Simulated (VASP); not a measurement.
## Bi: single point with PBEsol

Bi:

```
CELL_PARAMETERS angstrom
-1.97620 1.97620 1.97620
1.97620 -1.97620 1.97620
1.97620 1.97620 -1.97620
ATOMIC_POSITIONS crystal
Bi 0.00000 0.00000 0.00000
```

This isn't the form of Bi at room conditions, which is rhombohedral.

* Program: VASP 6.6.1
* Task: single point
* Functional: PBEsol
* Potentials or basis: VASP PAW PBE potentials, release 64 (Bi_d)
* Cutoff: 520 eV
* k mesh: 16 × 16 × 16
* Occupations: gaussian, width 0.1 eV
* Spin: no spin polarisation

```yaml
Pressure: -1.7 GPa
Band_gap_on_the_k_mesh: zero (an odd number of electrons rules out a gap without spin polarisation)
```

Levels at points of the mesh, in eV from the Fermi level:
| k point | band 4 | band 5 | band 6 | band 7 | band 8 | band 9 | band 10 | band 11 |
| --- | --- | --- | --- | --- | --- | --- | --- | --- |
| (0.00, 0.00, 0.00) | -22.80 | -22.80 | -13.57 | 5.20 | 5.20 | 5.20 | 9.23 | 10.50 |
| (0.50, 0.00, 0.00) | -22.81 | -22.72 | -10.47 | -5.11 | 1.61 | 3.49 | 6.00 | 7.61 |
| (0.50, 0.50, 0.50) | -22.74 | -22.74 | -8.33 | -1.80 | -1.80 | -1.80 | 3.53 | 3.53 |

Wall time 52 s on 1 thread of Intel Xeon 8259CL, on a shared host, peak memory 0.2 GiB.

Caveat: the PAW data sets were made with another functional, which shifts forces and pressure a little; spin-orbit coupling is left out, which moves the levels of the heavy elements.
